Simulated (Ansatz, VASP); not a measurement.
B in VASP and in Ansatz

```
B
1.0
    -2.24219    2.24219    2.24219
     2.24219   -2.24219    2.24219
     2.24219    2.24219   -2.24219
B
3
Cartesian
  2.2422 0.0000 0.0000
  0.0000 2.2422 0.0000
  0.0000 0.0000 2.2422
```

Alike in both runs: task relaxation of cell and atoms; functional PBE; k mesh 6 × 6 × 6; occupations gaussian, width 0.1 eV; no spin polarisation.

```csv
,VASP,Ansatz
version,VASP 6.6.1,Ansatz 0.2.0
potentials or method,"VASP PAW PBE potentials, release 64 (B), cutoff 600 eV","scalar-relativistic, plane waves, PAW"
valence electrons in the cell,9,9
```

|  | VASP | Ansatz | Ansatz less VASP |
| --- | --- | --- | --- |
| gap on the k mesh at the Fermi level, each at its own relaxed structure (eV) | none | none | - |
| relaxed volume (Å³/atom) | 7.58 | 7.56 | -0.021 |
| relaxed cell length with the largest relative difference (Å) | 3.092 | 3.089 | -0.0028 |

A gap of «none» marks a metal or a gap that the smearing closes.

Noted on VASP's run: the volume moved by over 15 % at a fixed basis, so the end points are rough.
